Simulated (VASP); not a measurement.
Input of a VASP 6.6.1 run:

The input INCAR:

```
PREC = Accurate ; ENCUT = 520
EDIFF = 1E-7 ; ISMEAR = 0
SIGMA = 0.15 ; LREAL = False
LASPH = True ; NELM = 100
ALGO = Normal ; ISIF = 2
LWAVE = False ; LCHARG = False
NBANDS = 20
```

Contents of KPOINTS:

```
Automatic mesh
0
Gamma
  12 12 6
```

Contents of POSCAR:

```
MoS2
1.0
    3.2758769750      0.0000000000      0.0000000000
   -1.6379379800      2.8369919900      0.0000000000
    0.0000000000      0.0000000000      6.1272760805
Mo S
1 2
Direct
    0.0000000000      0.0000000000      0.5000000000
    0.3333333333      0.6666666667      0.2553190000
    0.6666666667      0.3333333333      0.7446810000
```

Potentials or basis: VASP PAW LDA potentials, release 64 (Mo_sv, S).

The run is started by

```bash
$ cat potpaw_LDA.64/Mo_sv/POTCAR potpaw_LDA.64/S/POTCAR > POTCAR
$ mpirun -np 1 vasp_std > vasp.out
```

**Question.** What does it give for the largest force?

**Answer.** 0.143 eV/Å.

**Question.** Predict the band gap on the k mesh.

**Answer.** Zero (band 13 reaches 7.11 eV, above the bottom of band 14 at 6.21 eV).

**Question.** What does it give for the pressure?

**Answer.** -5.4 GPa.

Stress tensor (GPa, compression positive):
```
-7.34  0.00  0.00
 0.00 -7.34  0.00
 0.00  0.00 -1.50
```
